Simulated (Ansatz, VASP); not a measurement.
# Two plane-wave programs on TaN

```xyz
2
Lattice="0.0000 2.2086 2.2086 2.2086 0.0000 2.2086 2.2086 2.2086 0.0000" Properties=species:S:1:pos:R:3 pbc="T T T"
Ta    0.0000    0.0000    0.0000
N     2.2086    2.2086    2.2086
```

Alike in both runs: functional PBE; k mesh 17 × 17 × 17; occupations fermi-dirac, width 0.08 eV; no spin polarisation.

Ansatz relaxed the structure, and its values are those at the end. VASP's run is a single point on that final structure, the one shown.

|  | VASP | Ansatz |
| --- | --- | --- |
| version | VASP 6.6.1 | Ansatz 0.2.0 |
| potentials or method | VASP PAW PBE potentials, release 64 (Ta_pv, N) | PAW with Ansatz's default frozen-core files, scalar-relativistic |
| plane-wave cutoff (eV) | 600 | 420 |
| valence electrons in the cell | 16 | 18 |

```csv
,VASP,Ansatz,Ansatz less VASP
pressure (GPa),0.7,0.0,-0.67
```

With one functional, cell and mesh, what is left measures potentials, basis and numerics. VASP's potentials hold 16 valence electrons a cell and Ansatz's 18, so a difference there can come from the potentials and not from the codes.

Spin-orbit coupling is off throughout.
